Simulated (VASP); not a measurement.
A run of VASP 6.6.1 is set up as follows.

File INCAR:

```
ALGO     = Normal         # electronic algorithm
EDIFF    = 1E-6           # SCF threshold, eV
ENCUT    = 520            # plane-wave cutoff, eV
GGA      = PE             # functional
ISIF     = 2              # what is computed and relaxed
ISMEAR   = -1             # smearing method
LASPH    = True           # aspherical terms in the spheres
LCHARG   = False          # write CHGCAR
LREAL    = False          # projectors in reciprocal space
LWAVE    = False          # write WAVECAR
NBANDS   = 16             # bands
NELM     = 60             # most SCF steps
PREC     = Accurate       # precision mode
SIGMA    = 0.1            # smearing width, eV
```

KPOINTS

```
k-points
0
Gamma
  6 6 6
```

File POSCAR:

```
Rb
1.0
    0.0000000000      5.2663629940      5.2663629940
    5.2663629940      0.0000000000      5.2663629940
    5.2663629940      5.2663629940      0.0000000000
Rb
2
Direct
    0.1250000000      0.1250000000      0.1250000000
    0.8750000000      0.8750000000      0.8750000000
```

Potentials or basis: VASP PAW PBE potentials, release 64 (Rb_sv).

Launch:

```bash
$ cat potpaw_PBE.64/Rb_sv/POTCAR > POTCAR
$ mpirun -np 1 vasp_std > vasp.out
```

**Question.** What does it give for the pressure?

**Answer.** 0.0 GPa.

**Question.** Estimate the band gap on the k mesh.

**Answer.** Zero (band 9 reaches -0.68 eV, above the bottom of band 10 at -0.76 eV).
